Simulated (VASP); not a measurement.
Crystal: Sb.

```
Sb
1.0
    -1.87134    1.87134    1.87134
     1.87134   -1.87134    1.87134
     1.87134    1.87134   -1.87134
Sb
1
Cartesian
  0.0000 0.0000 0.0000
```

| Quantity | Value |
| --- | --- |
| Program | VASP 6.6.1 |
| Task | relaxation of cell and atoms |
| Functional | RPBE |
| Potentials or basis | VASP PAW PBE potentials, release 64 (Sb) |
| Cutoff | 600 eV |
| k mesh | 10 × 10 × 10 |
| Occupations | fermi-dirac, width 0.05 eV |
| Spin | no spin polarisation |

At the start: pressure 4.3 GPa; volume 26.21 Å³/atom.

Question: Where does the relaxation end?

Answer: Over 3 steps the energy falls by 23.2 meV/atom and the volume is 28.03 Å³/atom (+6.9 %); space group Im-3m (No. 229, to 0.05 Å).

The path:
```
step  energy change (eV)  largest force (eV/Å)  pressure (GPa)  volume (Å³)
   1              0.0000                0.0000            4.35        26.21
   2             -0.0176                0.0000           -1.76        29.01
   3             -0.0232                0.0000            0.01        28.03
```

Final structure:
```
CELL_PARAMETERS angstrom
-1.91359 1.91359 1.91359
1.91359 -1.91359 1.91359
1.91359 1.91359 -1.91359
ATOMIC_POSITIONS crystal
Sb 0.00000 0.00000 0.00000
```

Caveat: the PAW data sets were made with another functional, which shifts forces and pressure a little.
